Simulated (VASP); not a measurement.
The system is SrTe.

```
Sr Te
1.0
     0.00000    3.35266    3.35266
     3.35266    0.00000    3.35266
     3.35266    3.35266    0.00000
Sr Te
1 1
Direct
  0.00000 0.00000 0.00000
  0.50000 0.50000 0.50000
```

Base run:

```yaml
Program: VASP 6.6.1
Functional: HSE06
Potentials_or_basis: VASP PAW PBE potentials, release 64 (Sr_sv, Te)
Cutoff: 400 eV
k_mesh: 4 × 4 × 4
Occupations: gaussian, width 0.01 eV
Spin: no spin polarisation
```

Its results: band gap on the k mesh 2.49 eV (least direct gap 3.30 eV); pressure -0.1 GPa.

Q: The run is repeated on the same cell with these changes: functional from HSE06 to r2SCAN; cutoff from 400 eV to 550 eV. What comes out?

A: Band gap on the k mesh 2.14 eV (least direct gap 2.88 eV); pressure 0.2 GPa.

Caveats: the PAW data sets were made with another functional, which shifts forces and pressure a little; spin-orbit coupling is left out, which moves the levels of the heavy elements.

A k mesh can miss the band edges.
